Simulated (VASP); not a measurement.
# Sc (P6_3/mmc) in VASP: further runs

Sc is run at these levels: LDA; tasks: single point.

Everything below comes from runs of VASP 6.6.1. Logs are shortened: lines on timing, memory, paths and dates and some standing lists are left out, and cuts for length are marked.

## (1) The cell of the first run

The structure is hexagonal, space group P6_3/mmc (No. 194). The conventional cell has a = 2.329 Å, b = 2.329 Å, c = 4.126 Å, α = 90.00°, β = 90.00°, γ = 120.00°. Sc (site symmetry -6m2) has 12 Sc at 2.33 to 2.46 Å within 3.1 Å.

## (2) Single point, LDA (volume scaled by 0.43)

The input, INCAR:

```
SYSTEM = Sc
PREC = Accurate ; ENCUT = 520
EDIFF = 1E-6 ; ISMEAR = -1
SIGMA = 0.05 ; LREAL = .FALSE.
LASPH = .TRUE. ; NELM = 80
ALGO = Normal ; ISIF = 2
LWAVE = .FALSE. ; LCHARG = .TRUE.
LELF = .TRUE. ; LVHAR = .TRUE.
NBANDS = 18
```

The input, KPOINTS:

```
Automatic mesh
0
G
  15 15 8
  0 0 0
```

The input, POSCAR:

```
Sc
1.0
    2.3291288785      0.0000000000      0.0000000000
   -1.1645644393      2.0170847775      0.0000000000
    0.0000000000      0.0000000000      4.1257198338
Sc
2
Direct
    0.3333333333      0.6666666667      0.2500000000
    0.6666666667      0.3333333333      0.7500000000
```

Potentials or basis: VASP PAW LDA potentials, release 64 (Sc_sv).

Launch:

```sh
cat potpaw_LDA.64/Sc_sv/POTCAR > POTCAR
mpirun -np 1 vasp_std > vasp.out
```

OUTCAR:

```text
SYSTEM = Sc
   PREC = Accurate
   ENCUT = 520
   EDIFF = 1E-6
   ISMEAR = -1
   LREAL = .FALSE.
   LASPH = .TRUE.
   NELM = 80
   ISIF = 2

 ion  position               nearest neighbor table
   1  0.333  0.667  0.250-   2 2.46   2 2.46   2 2.46   2 2.46   2 2.46   2 2.46   2 3.39   2 3.39
                             2 3.39   2 3.39   2 3.39   2 3.39
   2  0.667  0.333  0.750-   1 2.46   1 2.46   1 2.46   1 2.46   1 2.46   1 2.46   1 3.39   1 3.39
                             1 3.39   1 3.39   1 3.39   1 3.39

  LATTYP: Found a hexagonal cell.
 ALAT       =     2.3291288785
 C/A-ratio  =     1.7713574684

  Lattice vectors:

 A1 = (   2.3291288785,   0.0000000000,   0.0000000000)
 A2 = (  -1.1645644393,   2.0170847775,   0.0000000000)
 A3 = (   0.0000000000,   0.0000000000,   4.1257198338)

Analysis of symmetry for initial positions (statically):
=====================================================================
 Subroutine PRICEL returns:
 Original cell was already a primitive cell.

 Routine SETGRP: Setting up the symmetry group for a
 hexagonal supercell.

 Subroutine GETGRP returns: Found 24 space group operations
 (whereof 12 operations were pure point group operations)
 out of a pool of 24 trial point group operations.

The static configuration has the point symmetry D_3d.
 The point group associated with its full space group is D_6h.

Analysis of symmetry for dynamics (positions and initial velocities):
=====================================================================
 Subroutine PRICEL returns:
 Original cell was already a primitive cell.

 Routine SETGRP: Setting up the symmetry group for a
 hexagonal supercell.

 Subroutine GETGRP returns: Found 24 space group operations
 (whereof 12 operations were pure point group operations)
 out of a pool of 24 trial point group operations.

The dynamic configuration has the point symmetry D_3d.
 The point group associated with its full space group is D_6h.

 Subroutine INISYM returns: Found 24 space group operations
 (whereof 12 operations are pure point group operations),
 and found     1 'primitive' translations

----------------------------------------------------------------------------------------

                                     Primitive cell

  volume of cell :      19.3828

  direct lattice vectors                    reciprocal lattice vectors
     2.329128879  0.000000000  0.000000000     0.429345069  0.247882491  0.000000000
    -1.164564439  2.017084778  0.000000000     0.000000000  0.495764983  0.000000000
     0.000000000  0.000000000  4.125719834     0.000000000  0.000000000  0.242381946

  length of vectors
     2.329128879  2.329128879  4.125719834     0.495764983  0.495764983  0.242381946

  position of ions in fractional coordinates (direct lattice)
     0.333333333  0.666666667  0.250000000
     0.666666667  0.333333333  0.750000000

  ion indices of the primitive-cell ions
   primitive index   ion index
                 1           1
                 2           2

----------------------------------------------------------------------------------------

 KPOINTS: Automatic mesh

Automatic generation of k-mesh.
 Grid dimensions read from file:
 generate k-points for:   15   15    8

 Generating k-lattice:

  Cartesian coordinates                     Fractional coordinates (reciprocal lattice)
     0.028623005  0.016525499  0.000000000     0.066666667  0.000000000  0.000000000
     0.000000000  0.033050999  0.000000000     0.000000000  0.066666667  0.000000000
     0.000000000  0.000000000  0.030297743     0.000000000  0.000000000  0.125000000

  Length of vectors
     0.033050999  0.033050999  0.030297743

  Shift w.r.t. Gamma in fractional coordinates (k-lattice)
     0.000000000  0.000000000  0.000000000

 Subroutine IBZKPT returns following result:
 ===========================================

 Found    135 irreducible k-points:

 Following reciprocal coordinates:
            Coordinates               Weight
  0.000000  0.000000  0.000000      1.000000
  0.066667  0.000000  0.000000      6.000000
  0.133333  0.000000  0.000000      6.000000
  0.200000  0.000000  0.000000      6.000000
  0.266667  0.000000  0.000000      6.000000
  0.333333  0.000000  0.000000      6.000000
[... 16 lines left out ...]
  0.333333  0.200000  0.000000     12.000000
  0.400000  0.200000  0.000000      6.000000
 [... further k-points ...]
   k-points           NKPTS =    135   k-points in BZ     NKDIM =    135   number of bands    NBANDS=     18
   number of dos      NEDOS =    301   number of ions     NIONS =      2
   total plane-waves  NPLWV =  10368
   dimension x,y,z NGX =    18 NGY =   18 NGZ =   32
   dimension x,y,z NGXF=    36 NGYF=   36 NGZF=   64
   ions per type =               2
   NGX,Y,Z   is equivalent  to a cutoff of  12.85, 12.85, 12.89 a.u.
   NGXF,Y,Z  is equivalent  to a cutoff of  25.70, 25.70, 25.79 a.u.
 SYSTEM =  Sc
   PREC   = accura    normal or accurate (medium, high low for compatibility)
   ISTART =      0    job   : 0-new  1-cont  2-samecut
   ICHARG =      2    charge: 1-file 2-atom 10-const
   ISPIN  =      1    spin polarized calculation?
   LNONCOLLINEAR =      F non collinear calculations
   LSORBIT =      F    spin-orbit coupling
   LASPH  =      T    aspherical Exc in radial PAW
   ENCUT  =  520.0 eV  38.22 Ry    6.18 a.u.   4.33  4.33  7.67*2*pi/ulx,y,z
   NELM   =     80;   NELMIN=  2; NELMDL= -5     # of ELM steps
   EDIFF  = 0.1E-05   stopping-criterion for ELM
   LREAL  =      F    real-space projection
   EDIFFG = 0.1E-04   stopping-criterion for IOM
   NSW    =      0    number of steps for IOM
   IBRION =     -1    ionic relax: 0-MD 1-quasi-New 2-CG
   NFREE  =      0    steps in history (QN), initial steepest desc. (CG)
   ISIF   =      2    stress and relaxation
   ISYM   =      2    0-nonsym 1-usesym 2-fastsym
   POTIM  = 0.5000    time-step for ionic-motion
   TEBEG  =    0.0;   TEEND  =   0.0 temperature during run
   PSTRESS=    0.0 pullay stress
   NELECT =      22.0000    total number of electrons
   NUPDOWN=      -1.0000    fix difference up-down
   EMIN   =  10.00;   EMAX   =-10.00  energy-range for DOS
   EFERMI =   0.00;   METHOD = LEGACY
   ISMEAR =    -1;   SIGMA  =   0.05  broadening in eV -4-tet -1-fermi 0-gaus
   EFERMI_NEDOS =   21; number of points for ismear=-14 and -15
   IALGO  =     38    algorithm
   IMIX   =      4    mixing-type and parameters
     AMIX     =   0.40;   BMIX     =  1.00
     AMIX_MAG =   1.60;   BMIX_MAG =  1.00
  volume/ion in A,a.u.               =       9.69        65.40
  Fermi-wavevector in a.u.,A,eV,Ry     =   1.707693  3.227073 39.677542  2.916217
  Thomas-Fermi vector in A             =   2.786499
   LORBIT       =      0    0 simple, 1 ext, 2 COOP (PROOUT), +10 PAW based schemes
   GGA     = CA    functional components
   LHFCALC =     F    Hartree Fock is set to
   AEXX    =    0.0000 exact exchange contribution
   IVDW    =     0    specifies the selected vdW correction
   LEPSILON=     F    determine dielectric tensor
   LRPA    =     F    only Hartree local field effects (RPA)
 non-spin polarized calculation
  energy-cutoff  :      520.00
  volume of cell :       19.38
 maximum number of plane-waves:       538
 NGX is ok and might be reduce to    18
   NGX =  9   NGY =  9   NGZ = 15

 number of electron      21.9999999 magnetization

 Free energy of the ion-electron system (eV)
  ---------------------------------------------------
  ext. energy  EPLUGINS =         0.00000000
  ---------------------------------------------------
  free energy    TOTEN  =        -5.81563980 eV

  energy without entropy =       -5.80281697  energy(sigma->0) =       -5.80922839

 E-fermi :  11.1528     XC(G=0): -14.7585

 val. band max:       11.1433345245   @ k =   0.3333   0.2667   0.3750
 cond. band min:      11.1594287102   @ k =   0.2667   0.2667   0.3750
 fundamental gap:      0.0160941857
 Fermi energy:        11.1527653056

 k-point     1 :       0.0000    0.0000    0.0000
  band No.  band energies     occupation
      1     -37.8284      2.00000
      2     -36.4059      2.00000
      3     -18.4226      2.00000
      4     -13.4793      2.00000
      5     -13.2246      2.00000
      6     -13.2246      2.00000
[... 10 lines left out ...]
     17      16.6866      0.00000
     18      16.8743      0.00000

 k-point     2 :       0.0667    0.0000    0.0000
  band No.  band energies     occupation
      1     -37.7598      2.00000
      2     -36.3580      2.00000
      3     -18.3465      2.00000
      4     -13.4868      2.00000
      5     -13.4836      2.00000
      6     -13.2949      2.00000
[... 10 lines left out ...]
     17      16.4700      0.00000
     18      16.4815      0.00000

 k-point     3 :       0.1333    0.0000    0.0000
  band No.  band energies     occupation
      1     -37.5609      2.00000
      2     -36.2216      2.00000
      3     -18.1232      2.00000
      4     -14.1922      2.00000
      5     -13.7095      2.00000
      6     -13.5140      2.00000
[... 10 lines left out ...]
     17      15.8602      0.00000
     18      15.9460      0.00000

 k-point     4 :       0.2000    0.0000    0.0000
  band No.  band energies     occupation
      1     -37.2521      2.00000
      2     -36.0192      2.00000
      3     -17.7681      2.00000
      4     -15.1818      2.00000
      5     -14.6237      2.00000
      6     -13.7393      2.00000
[... 375 lines left out ...]
      4     -16.9756      2.00000
      5     -16.1752      2.00000
      6     -15.2435      2.00000
[... 10 lines left out ...]
     17      18.9510      0.00000
     18      20.0130      0.00000

 k-point    23 :       0.3333    0.2000    0.0000
  band No.  band energies     occupation
      1     -35.7404      2.00000
      2     -35.3257      2.00000
      3     -17.7602      2.00000
      4     -17.1261      2.00000
      5     -15.7283      2.00000
      6     -15.6533      2.00000
[... 10 lines left out ...]
     17      18.7804      0.00000
     18      20.0246      0.00000

 k-point    24 :       0.4000    0.2000    0.0000
  band No.  band energies     occupation
      1     -35.6203      2.00000
      2     -35.3235      2.00000
      3     -17.9080      2.00000
      4     -17.1665      2.00000
      5     -15.8130      2.00000
      6     -15.5071      2.00000
[... 10 lines left out ...]
     17      18.8792      0.00000
     18      19.6573      0.00000

 [... further k-points ...]
[... 5 lines left out ...]
  --------------------------------------------------------------------------------------
  -------------------------------------------------------------------------------------
  Total       19.1512746     19.1512746     18.9318180     -0.0000000     -0.0000000      0.0000000
  in kB     1583.0362568   1583.0362568   1564.8960615     -0.0000000     -0.0000000      0.0000000
  external PRESSURE =    1576.9895250 kB  Pullay stress =       0.0000000 kB

 VOLUME and BASIS-vectors are now :
 -----------------------------------------------------------------------------
  energy-cutoff  :      520.00
  volume of cell :       19.38
      direct lattice vectors                 reciprocal lattice vectors
     2.329128879  0.000000000  0.000000000     0.429345069  0.247882491  0.000000000
    -1.164564439  2.017084778  0.000000000     0.000000000  0.495764983  0.000000000
     0.000000000  0.000000000  4.125719834     0.000000000  0.000000000  0.242381946

 POSITION                                       TOTAL-FORCE (eV/Angst)
 -----------------------------------------------------------------------------------
     -0.00000      1.34472      1.03143        -0.000000      0.000000      0.000000
      1.16456      0.67236      3.09429         0.000000     -0.000000      0.000000
 -----------------------------------------------------------------------------------
    total drift:                               -0.000000      0.000000     -0.000000

  FREE ENERGIE OF THE ION-ELECTRON SYSTEM (eV)
  ---------------------------------------------------
  free  energy   TOTEN  =        -5.8156398035 eV

  energy  without entropy=       -5.8028169680  energy(sigma->0) =       -5.80922839
```

It took 20 s on 1 thread of AMD EPYC 9R45 (Zen 5), shared host; peak memory 0.12 GiB.

Results:

```yaml
Free_energy: -5.8156 eV
Pressure: 157.7 GPa
Band_gap_on_the_k_mesh: zero (band 11 reaches 12.50 eV, above the bottom of band 12 at 9.24 eV)
```

Levels at points of the mesh, in eV from the Fermi level:
| k point | band 7 | band 8 | band 9 | band 10 | band 11 | band 12 | band 13 | band 14 | band 15 | band 16 |
| --- | --- | --- | --- | --- | --- | --- | --- | --- | --- | --- |
| (0.00, 0.00, 0.00) | -23.96 | -23.96 | -3.49 | -2.48 | 0.88 | 2.32 | 2.32 | 3.23 | 3.23 | 5.53 |
| (0.00, 0.00, 0.50) | -24.17 | -24.17 | -1.52 | -1.52 | 1.35 | 1.35 | 2.38 | 2.38 | 2.38 | 2.38 |

## (3) Single point, LDA (volume scaled by 0.43)

The input, INCAR:

```
PREC = Accurate ; ENCUT = 520
EDIFF = 1E-6 ; ISMEAR = -1
SIGMA = 0.05 ; LREAL = F
LASPH = T ; NELM = 80
ALGO = Normal ; ISIF = 2
LWAVE = F ; LCHARG = T
LELF = T ; LVHAR = T
NBANDS = 18
```

The input, KPOINTS:

```
regular mesh
0
Gamma
  15 15 8
```

POSCAR is that of step 2.

Potentials or basis: VASP PAW LDA potentials, release 64 (Sc_sv).

Launch:

```sh
cat potpaw_LDA.64/Sc_sv/POTCAR > POTCAR
mpirun -np 1 vasp_std > vasp.out
```

Wall time 20 s (1 thread of AMD EPYC 9R45 (Zen 5), shared host); peak memory 0.12 GiB.

Results (log left out):

```yaml
Free_energy: -5.8156 eV
Pressure: 157.7 GPa
Band_gap_on_the_k_mesh: zero (band 11 reaches 12.50 eV, above the bottom of band 12 at 9.24 eV)
```

Stress tensor (GPa, compression positive):
```
158.30   0.00   0.00
  0.00 158.30   0.00
  0.00   0.00 156.49
```

Levels at points of the mesh, in eV from the Fermi level:
```csv
k point,band 7,band 8,band 9,band 10,band 11,band 12,band 13,band 14,band 15,band 16
"(0.00, 0.00, 0.00)",-23.96,-23.96,-3.49,-2.48,0.88,2.32,2.32,3.23,3.23,5.53
"(0.00, 0.00, 0.50)",-24.17,-24.17,-1.52,-1.52,1.35,1.35,2.38,2.38,2.38,2.38
```

## (4) Single point, LDA (volume scaled by 0.5)

The input, INCAR:

```
SYSTEM = Sc
  PREC = Accurate
  ENCUT = 520
  EDIFF = 1E-7
  ISMEAR = -1
  SIGMA = 0.05
  LREAL = .False.
  LASPH = .True.
  NELM = 100
  ALGO = Normal
  ISIF = 2
  LWAVE = .False.
  LCHARG = .False.
  GGA = CA
  NBANDS = 18
```

The input, KPOINTS:

```
regular mesh
0
Gamma
  15 15 8
  0 0 0
```

The input, POSCAR:

```
Sc
1.0
    2.4759695900      0.0000000000      0.0000000000
   -1.2379847950      2.1442525639      0.0000000000
    0.0000000000      0.0000000000      4.2451956380
Sc
2
Direct
    0.3333333333      0.6666666667      0.2500000000
    0.6666666667      0.3333333333      0.7500000000
```

Potentials or basis: VASP PAW LDA potentials, release 64 (Sc_sv).

Launch:

```sh
cat potpaw_LDA.64/Sc_sv/POTCAR > POTCAR
mpirun -np 1 vasp_std > vasp.out
```

OUTCAR:

```text
SYSTEM = Sc
   PREC = Accurate
   ENCUT = 520
   EDIFF = 1E-7
   ISMEAR = -1
   LREAL = .False.
   LASPH = .True.
   NELM = 100
   ISIF = 2
   GGA = CA

 ion  position               nearest neighbor table
   1  0.333  0.667  0.250-   2 2.56   2 2.56   2 2.56   2 2.56   2 2.56   2 2.56
   2  0.667  0.333  0.750-   1 2.56   1 2.56   1 2.56   1 2.56   1 2.56   1 2.56

  LATTYP: Found a hexagonal cell.
 ALAT       =     2.4759695900
 C/A-ratio  =     1.7145588763

  Lattice vectors:

 A1 = (   2.4759695900,   0.0000000000,   0.0000000000)
 A2 = (  -1.2379847950,   2.1442525639,   0.0000000000)
 A3 = (   0.0000000000,   0.0000000000,   4.2451956380)

Analysis of symmetry for initial positions (statically):
=====================================================================
 Subroutine PRICEL returns:
 Original cell was already a primitive cell.

 Routine SETGRP: Setting up the symmetry group for a
 hexagonal supercell.

[... 155 lines left out ...]
   NGX =  9   NGY =  9   NGZ = 15

 number of electron      22.0000011 magnetization

 Free energy of the ion-electron system (eV)
  ---------------------------------------------------
  ext. energy  EPLUGINS =         0.00000000
  ---------------------------------------------------
  free energy    TOTEN  =        -8.40857155 eV

  energy without entropy =       -8.39305484  energy(sigma->0) =       -8.40081319

 E-fermi :   9.5143     XC(G=0): -13.9015

 val. band max:        9.5058947220   @ k =   0.1333   0.1333   0.0000
 cond. band min:       9.5155874522   @ k =   0.3333   0.0000   0.2500
 fundamental gap:      0.0096927302
 Fermi energy:         9.5143300902

 k-point     1 :       0.0000    0.0000    0.0000
  band No.  band energies     occupation
      1     -38.7211      2.00000
      2     -37.7195      2.00000
      3     -19.0775      2.00000
      4     -15.4958      2.00000
      5     -15.4958      2.00000
      6     -15.4079      2.00000
[... 481 lines left out ...]
      5     -17.1879      2.00000
      6     -17.0100      2.00000
[... 10 lines left out ...]
     17      16.7249      0.00000
     18      17.2212      0.00000

 [... further k-points ...]
[... 5 lines left out ...]
  --------------------------------------------------------------------------------------
  -------------------------------------------------------------------------------------
  Total       15.3054014     15.3054014     15.2625486      0.0000000      0.0000000      0.0000000
  in kB     1088.0186814   1088.0186814   1084.9723922      0.0000000      0.0000000      0.0000000
  external PRESSURE =    1087.0032517 kB  Pullay stress =       0.0000000 kB

 VOLUME and BASIS-vectors are now :
 -----------------------------------------------------------------------------
  energy-cutoff  :      520.00
  volume of cell :       22.54
      direct lattice vectors                 reciprocal lattice vectors
     2.475969590  0.000000000  0.000000000     0.403882182  0.233181486  0.000000000
    -1.237984795  2.144252564  0.000000000     0.000000000  0.466362973  0.000000000
     0.000000000  0.000000000  4.245195638     0.000000000  0.000000000  0.235560404

 POSITION                                       TOTAL-FORCE (eV/Angst)
 -----------------------------------------------------------------------------------
     -0.00000      1.42950      1.06130        -0.000000      0.000000      0.000000
      1.23798      0.71475      3.18390         0.000000     -0.000000      0.000000
 -----------------------------------------------------------------------------------
    total drift:                               -0.000000      0.000000     -0.000000

  FREE ENERGIE OF THE ION-ELECTRON SYSTEM (eV)
  ---------------------------------------------------
  free  energy   TOTEN  =        -8.4085715537 eV

  energy  without entropy=       -8.3930548359  energy(sigma->0) =       -8.40081319
```

It took 22 s on 1 thread of AMD EPYC 9R45 (Zen 5), shared host; peak memory 0.12 GiB.

What came out:

```
Free energy            : -8.4086 eV
Pressure               : 108.7 GPa
Band gap on the k mesh : zero (band 11 reaches 11.03 eV, above the bottom of band 12 at 8.38 eV)
```

Stress tensor (GPa, compression positive):
```
108.80   0.00   0.00
  0.00 108.80   0.00
  0.00   0.00 108.50
```
